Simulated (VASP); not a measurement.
Here is a VASP 6.6.1 calculation.

INCAR

```
SYSTEM = AlN
PREC = Accurate ; ENCUT = 520
EDIFF = 1E-7 ; ISMEAR = 0
SIGMA = 0.05 ; LREAL = .False.
LASPH = .True. ; NELM = 80
ALGO = Normal ; ISIF = 2
LWAVE = .False. ; LCHARG = .False.
GGA = PE ; NBANDS = 11
```

Contents of KPOINTS:

```
regular mesh
0
Gamma
  10 10 10
  0 0 0
```

Contents of POSCAR:

```
AlN
1.0
    0.0000000000      2.1839935596      2.1839935596
    2.1839935596      0.0000000000      2.1839935596
    2.1839935596      2.1839935596      0.0000000000
Al N
1 1
Direct
   -0.0515111409     -0.0515111409     -0.0213366132
    0.7500000000      0.7500000000      0.7500000000
```

Potentials or basis: VASP PAW PBE potentials, release 64 (Al, N).

Launch:

```sh
$ cat potpaw_PBE.64/Al/POTCAR potpaw_PBE.64/N/POTCAR > POTCAR
$ mpirun -np 1 vasp_std > vasp.out
```

**Question.** Predict the band gap on the k mesh.

**Answer.** 2.86 eV, indirect (least direct gap 3.58 eV).

**Question.** Predict the pressure.

**Answer.** 24.6 GPa.

Forces on the atoms (eV/Å):
```
Al   5.677  5.677  5.780
N   -5.677 -5.677 -5.780
```

Caveat: the cell differs from its parent crystal (atom 1 (Al) moved by (-0.225, -0.225) A along [1 1 0] and z); forces of over 1 eV/Å act on the atoms, so gaps and moduli don't describe the material at rest. A k mesh can miss the band edges.
